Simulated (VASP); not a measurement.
Input of a VASP 6.6.1 run:

Contents of INCAR:

```
PREC = Accurate ; ENCUT = 500
EDIFF = 1E-6 ; ISMEAR = -1
SIGMA = 0.15 ; LREAL = F
LASPH = T ; NELM = 120
ALGO = Normal ; ISIF = 2
LWAVE = F ; LCHARG = F
NBANDS = 18 ; GGA_COMPAT = F
```

File KPOINTS:

```
regular mesh
0
Gamma
  18 18 10
```

POSCAR

```
Au
1.0
    2.8239348691      0.0000000000      0.0000000000
   -1.4119674345      2.4455993353      0.0000000000
    0.0000000000      0.0000000000      4.7342413552
Au
2
Direct
    0.3333333333      0.6666666667      0.7500000000
    0.6666666667      0.3333333333      0.2500000000
```

Potentials or basis: VASP PAW LDA potentials, release 64 (Au).

Run with:

```console
$ cat potpaw_LDA.64/Au/POTCAR > POTCAR
$ mpirun -np 1 vasp_std > vasp.out
```

Problem. Estimate the pressure.

Solution. 3.5 GPa.

Problem. Estimate the band gap on the k mesh.

Solution. Zero (band 11 reaches 14.50 eV, above the bottom of band 12 at 7.26 eV).

Stress tensor (GPa, compression positive):
```
3.60 0.00 0.00
0.00 3.60 0.00
0.00 0.00 3.40
```

Caveat: spin-orbit coupling is left out, which moves the levels of the heavy elements.
